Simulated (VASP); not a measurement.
# Gd (P6_3/mmc) in VASP: single point with PBE

Aim: the single point of Gd with PBE.

All numbers are computed with VASP 6.6.1; they aren't measurements. Logs are shortened: lines on timing, memory, paths and dates and some standing lists are left out, and cuts for length are marked.

### 1 The cell of the first run

The structure is hexagonal, space group P6_3/mmc (No. 194). The conventional cell has a = 3.636 Å, b = 3.636 Å, c = 5.783 Å, α = 90.00°, β = 90.00°, γ = 120.00°. Within 4.7 Å of Gd (site symmetry -6m2) lie 12 Gd at 3.57 to 3.64 Å.

### 2 Single point, PBE, collinear spin, ferromagnetic start

INCAR

```
SYSTEM = Gd
ALGO = Normal ; EDIFF = 1E-6
ENCUT = 520 ; GGA = PE
ISIF = 2 ; ISMEAR = -1
ISPIN = 2 ; LASPH = .True.
LCHARG = .False. ; LMAXMIX = 6
LORBIT = 11 ; LREAL = .False.
LWAVE = .False. ; MAGMOM = 7 7
NBANDS = 29 ; NELM = 150
PREC = Accurate ; SIGMA = 0.025
```

KPOINTS

```
k-points
0
Gamma
  8 8 5
  0 0 0
```

POSCAR

```
Gd
1.0
    3.6360000000      0.0000000000      0.0000000000
   -1.8180000000      3.1488683682      0.0000000000
    0.0000000000      0.0000000000      5.7826000000
Gd
2
Direct
    0.3333333333      0.6666666667      0.2500000000
    0.6666666667      0.3333333333      0.7500000000
```

Potentials or basis: VASP PAW PBE potentials, release 64 (Gd).

Started as:

```console
$ cat potpaw_PBE.64/Gd/POTCAR > POTCAR
$ mpirun -np 1 vasp_std > vasp.out
```

OUTCAR:

```text
SYSTEM = Gd
   EDIFF = 1E-6
   ENCUT = 520
   GGA = PE
   ISIF = 2
   ISMEAR = -1
   ISPIN = 2
   LASPH = .True.
   LORBIT = 11
   LREAL = .False.
   NELM = 150
   PREC = Accurate

 ion  position               nearest neighbor table
   1  0.333  0.667  0.250-
   2  0.667  0.333  0.750-

  LATTYP: Found a hexagonal cell.
 ALAT       =     3.6360000000
 C/A-ratio  =     1.5903740374

  Lattice vectors:

 A1 = (   3.6360000000,   0.0000000000,   0.0000000000)
 A2 = (  -1.8180000000,   3.1488683682,   0.0000000000)
 A3 = (   0.0000000000,   0.0000000000,   5.7826000000)

Analysis of symmetry for initial positions (statically):
=====================================================================
 Subroutine PRICEL returns:
 Original cell was already a primitive cell.

 Routine SETGRP: Setting up the symmetry group for a
 hexagonal supercell.

 Subroutine GETGRP returns: Found 24 space group operations
 (whereof 12 operations were pure point group operations)
 out of a pool of 24 trial point group operations.

The static configuration has the point symmetry D_3d.
 The point group associated with its full space group is D_6h.

Analysis of symmetry for dynamics (positions and initial velocities):
=====================================================================
 Subroutine PRICEL returns:
 Original cell was already a primitive cell.

 Routine SETGRP: Setting up the symmetry group for a
 hexagonal supercell.

 Subroutine GETGRP returns: Found 24 space group operations
 (whereof 12 operations were pure point group operations)
 out of a pool of 24 trial point group operations.

The dynamic configuration has the point symmetry D_3d.
 The point group associated with its full space group is D_6h.

Analysis of structural, dynamic, and magnetic symmetry:
=====================================================================
 Subroutine PRICEL returns:
 Original cell was already a primitive cell.

 Routine SETGRP: Setting up the symmetry group for a
 hexagonal supercell.

 Subroutine GETGRP returns: Found 24 space group operations
 (whereof 12 operations were pure point group operations)
 out of a pool of 24 trial point group operations.

The overall configuration has the point symmetry D_3d.
 The point group associated with its full space group is D_6h.

 Subroutine INISYM returns: Found 24 space group operations
 (whereof 12 operations are pure point group operations),
 and found     1 'primitive' translations

----------------------------------------------------------------------------------------

                                     Primitive cell

  volume of cell :      66.2066

  direct lattice vectors                    reciprocal lattice vectors
     3.636000000  0.000000000  0.000000000     0.275027503  0.158787203  0.000000000
    -1.818000000  3.148868368  0.000000000     0.000000000  0.317574405  0.000000000
     0.000000000  0.000000000  5.782600000     0.000000000  0.000000000  0.172932591

  length of vectors
     3.636000000  3.636000000  5.782600000     0.317574405  0.317574405  0.172932591

  position of ions in fractional coordinates (direct lattice)
     0.333333333  0.666666667  0.250000000
     0.666666667  0.333333333  0.750000000

  ion indices of the primitive-cell ions
   primitive index   ion index
                 1           1
                 2           2

----------------------------------------------------------------------------------------

 KPOINTS: k-points

Automatic generation of k-mesh.
 Grid dimensions read from file:
 generate k-points for:    8    8    5

 Generating k-lattice:

  Cartesian coordinates                     Fractional coordinates (reciprocal lattice)
     0.034378438  0.019848400  0.000000000     0.125000000  0.000000000  0.000000000
     0.000000000  0.039696801  0.000000000     0.000000000  0.125000000  0.000000000
     0.000000000  0.000000000  0.034586518     0.000000000  0.000000000  0.200000000

  Length of vectors
     0.039696801  0.039696801  0.034586518

  Shift w.r.t. Gamma in fractional coordinates (k-lattice)
     0.000000000  0.000000000  0.000000000

 Subroutine IBZKPT returns following result:
 ===========================================

 Found     30 irreducible k-points:

 Following reciprocal coordinates:
            Coordinates               Weight
  0.000000  0.000000  0.000000      1.000000
  0.125000  0.000000  0.000000      6.000000
  0.250000  0.000000  0.000000      6.000000
  0.375000  0.000000  0.000000      6.000000
  0.500000  0.000000  0.000000      3.000000
  0.125000  0.125000  0.000000      6.000000
[... 16 lines left out ...]
  0.250000  0.000000  0.400000     12.000000
  0.375000  0.000000  0.400000     12.000000
 [... further k-points ...]
   k-points           NKPTS =     30   k-points in BZ     NKDIM =     30   number of bands    NBANDS=     29
   number of dos      NEDOS =    301   number of ions     NIONS =      2
   total plane-waves  NPLWV =  37632
   dimension x,y,z NGX =    28 NGY =   28 NGZ =   48
   dimension x,y,z NGXF=    56 NGYF=   56 NGZF=   96
   ions per type =               2
   NGX,Y,Z   is equivalent  to a cutoff of  12.80, 12.80, 13.80 a.u.
   NGXF,Y,Z  is equivalent  to a cutoff of  25.60, 25.60, 27.60 a.u.
 SYSTEM =  Gd
   PREC   = accura    normal or accurate (medium, high low for compatibility)
   ISTART =      0    job   : 0-new  1-cont  2-samecut
   ICHARG =      2    charge: 1-file 2-atom 10-const
   ISPIN  =      2    spin polarized calculation?
   LNONCOLLINEAR =      F non collinear calculations
   LSORBIT =      F    spin-orbit coupling
   LASPH  =      T    aspherical Exc in radial PAW
   ENCUT  =  520.0 eV  38.22 Ry    6.18 a.u.   6.76  6.76 10.75*2*pi/ulx,y,z
   NELM   =    150;   NELMIN=  2; NELMDL= -5     # of ELM steps
   EDIFF  = 0.1E-05   stopping-criterion for ELM
   LREAL  =      F    real-space projection
   EDIFFG = 0.1E-04   stopping-criterion for IOM
   NSW    =      0    number of steps for IOM
   IBRION =     -1    ionic relax: 0-MD 1-quasi-New 2-CG
   NFREE  =      0    steps in history (QN), initial steepest desc. (CG)
   ISIF   =      2    stress and relaxation
   ISYM   =      2    0-nonsym 1-usesym 2-fastsym
   POTIM  = 0.5000    time-step for ionic-motion
   TEBEG  =    0.0;   TEEND  =   0.0 temperature during run
   PSTRESS=    0.0 pullay stress
   NELECT =      36.0000    total number of electrons
   NUPDOWN=      -1.0000    fix difference up-down
   EMIN   =  10.00;   EMAX   =-10.00  energy-range for DOS
   EFERMI =   0.00;   METHOD = LEGACY
   ISMEAR =    -1;   SIGMA  =   0.03  broadening in eV -4-tet -1-fermi 0-gaus
   EFERMI_NEDOS =   21; number of points for ismear=-14 and -15
   IALGO  =     38    algorithm
   IMIX   =      4    mixing-type and parameters
     AMIX     =   0.40;   BMIX     =  1.00
     AMIX_MAG =   1.60;   BMIX_MAG =  1.00
  volume/ion in A,a.u.               =      33.10       223.39
  Fermi-wavevector in a.u.,A,eV,Ry     =   1.336211  2.525073 24.292668  1.785461
  Thomas-Fermi vector in A             =   2.464856
   LORBIT       =     11    0 simple, 1 ext, 2 COOP (PROOUT), +10 PAW based schemes
   GGA     = PE    functional components
   LHFCALC =     F    Hartree Fock is set to
   AEXX    =    0.0000 exact exchange contribution
   IVDW    =     0    specifies the selected vdW correction
   LEPSILON=     F    determine dielectric tensor
   LRPA    =     F    only Hartree local field effects (RPA)
 spin polarized calculation
  energy-cutoff  :      520.00
  volume of cell :       66.21
 maximum number of plane-waves:      1796
 NGX is ok and might be reduce to    28
   NGX = 13   NGY = 13   NGZ = 21

 number of electron      36.0000005 magnetization      15.2193421

 Free energy of the ion-electron system (eV)
  ---------------------------------------------------
  ext. energy  EPLUGINS =         0.00000000
  ---------------------------------------------------
  free energy    TOTEN  =       -23.41367950 eV

  energy without entropy =      -23.40853910  energy(sigma->0) =      -23.41110930

 E-fermi :   2.9640     XC(G=0):  -9.9724

 val. band max:        2.9606472653   @ k =   0.2500   0.2500   0.0000
 cond. band min:       2.9786195563   @ k =   0.2500   0.0000   0.2000
 fundamental gap:      0.0179722910
 Fermi energy:         2.9639750225

 spin component 1

 k-point     1 :       0.0000    0.0000    0.0000
  band No.  band energies     occupation
      1     -42.3568      1.00000
      2     -42.2878      1.00000
      3     -20.0987      1.00000
      4     -19.4835      1.00000
      5     -19.4835      1.00000
      6     -19.3774      1.00000
[... 21 lines left out ...]
     28       4.4640      0.00000
     29       4.9222      0.00000

 k-point     2 :       0.1250    0.0000    0.0000
  band No.  band energies     occupation
      1     -42.3491      1.00000
      2     -42.2848      1.00000
      3     -20.0650      1.00000
      4     -19.5563      1.00000
      5     -19.5072      1.00000
      6     -19.4534      1.00000
[... 21 lines left out ...]
     28       4.6607      0.00000
     29       4.9654      0.00000

 k-point     3 :       0.2500    0.0000    0.0000
  band No.  band energies     occupation
      1     -42.3298      1.00000
      2     -42.2784      1.00000
      3     -19.9739      1.00000
      4     -19.7319      1.00000
      5     -19.6278      1.00000
      6     -19.5616      1.00000
[... 638 lines left out ...]
      5     -19.5896      1.00000
      6     -19.5114      1.00000
[... 21 lines left out ...]
     28       4.0730      0.00000
     29       4.9183      0.00000

 k-point    24 :       0.3750    0.0000    0.4000
  band No.  band energies     occupation
      1     -42.2964      1.00000
      2     -42.2860      1.00000
      3     -19.9907      1.00000
      4     -19.9386      1.00000
      5     -19.6039      1.00000
      6     -19.5554      1.00000
[... 21 lines left out ...]
     28       4.2220      0.00000
     29       5.0402      0.00000

 [... further k-points ...]

 spin component 2

 k-point     1 :       0.0000    0.0000    0.0000
  band No.  band energies     occupation
      1     -39.1197      1.00000
      2     -39.0328      1.00000
      3     -17.8600      1.00000
      4     -17.1130      1.00000
      5     -17.1130      1.00000
      6     -16.9883      1.00000
[... 21 lines left out ...]
     28       5.6504      0.00000
     29       6.1123      0.00000

 k-point     2 :       0.1250    0.0000    0.0000
  band No.  band energies     occupation
      1     -39.1100      1.00000
      2     -39.0290      1.00000
      3     -17.8189      1.00000
      4     -17.2027      1.00000
      5     -17.1423      1.00000
      6     -17.0816      1.00000
[... 21 lines left out ...]
     28       5.7950      0.00000
     29       6.2225      0.00000

 k-point     3 :       0.2500    0.0000    0.0000
  band No.  band energies     occupation
      1     -39.0856      1.00000
      2     -39.0209      1.00000
      3     -17.7083      1.00000
      4     -17.4187      1.00000
      5     -17.2930      1.00000
      6     -17.2087      1.00000
[... 638 lines left out ...]
      5     -17.2451      1.00000
      6     -17.1484      1.00000
[... 21 lines left out ...]
     28       5.2397      0.00000
     29       6.0520      0.00000

 k-point    24 :       0.3750    0.0000    0.4000
  band No.  band energies     occupation
      1     -39.0434      1.00000
      2     -39.0303      1.00000
      3     -17.7294      1.00000
      4     -17.6670      1.00000
      5     -17.2621      1.00000
      6     -17.2015      1.00000
[... 21 lines left out ...]
     28       5.4060      0.00000
     29       6.1657      0.00000

 [... further k-points ...]

------------------------ aborting loop because EDIFF is reached ----------------------------------------

  FORCE on cell =-STRESS in cart. coord.  units (eV):
  Direction    XX          YY          ZZ          XY          YZ          ZX
  --------------------------------------------------------------------------------------
  -------------------------------------------------------------------------------------
  Total        0.1511740      0.1511740      0.2871063      0.0000000      0.0000000      0.0000000
  in kB        3.6583569      3.6583569      6.9478725      0.0000000      0.0000000      0.0000000
  external PRESSURE =       4.7548621 kB  Pullay stress =       0.0000000 kB

 VOLUME and BASIS-vectors are now :
 -----------------------------------------------------------------------------
  energy-cutoff  :      520.00
  volume of cell :       66.21
      direct lattice vectors                 reciprocal lattice vectors
     3.636000000  0.000000000  0.000000000     0.275027503  0.158787203  0.000000000
    -1.818000000  3.148868368  0.000000000     0.000000000  0.317574405  0.000000000
     0.000000000  0.000000000  5.782600000     0.000000000  0.000000000  0.172932591

 POSITION                                       TOTAL-FORCE (eV/Angst)
 -----------------------------------------------------------------------------------
     -0.00000      2.09925      1.44565        -0.000000      0.000000      0.000000
      1.81800      1.04962      4.33695         0.000000     -0.000000      0.000000
 -----------------------------------------------------------------------------------
    total drift:                                0.000000     -0.000000      0.000000

  FREE ENERGIE OF THE ION-ELECTRON SYSTEM (eV)
  ---------------------------------------------------
  free  energy   TOTEN  =       -23.4136795007 eV

  energy  without entropy=      -23.4085390996  energy(sigma->0) =      -23.41110930

 total charge

# of ion       s       p       d       f       tot
--------------------------------------------------
    1        2.074   5.568   0.570   6.978  15.190
    2        2.074   5.568   0.570   6.978  15.190
--------------------------------------------------
tot          4.148  11.137   1.140  13.955  30.380

 magnetization (x)

# of ion       s       p       d       f       tot
--------------------------------------------------
    1        0.004  -0.052   0.211   6.826   6.988
    2        0.004  -0.052   0.211   6.826   6.988
--------------------------------------------------
tot          0.008  -0.105   0.421  13.651  13.975
```

It took 9.5 min on 1 thread of Oxide Virtual Turin-like, shared host; peak memory 0.24 GiB.

Results:

```yaml
Free_energy: -23.4137 eV
Pressure: 0.5 GPa
Net_moment: 15.22 μB per cell
Site_moments: Gd +6.99 μB
Valence_electrons_inside_the_program's_atomic_spheres: Gd 15.19
```

Stress tensor (GPa, compression positive):
```
0.37 0.00 0.00
0.00 0.37 0.00
0.00 0.00 0.69
```

Caveat: spin-orbit coupling is left out, which moves the levels of the heavy elements; semilocal functionals describe open f shells poorly, which spoils levels, moments and volumes.
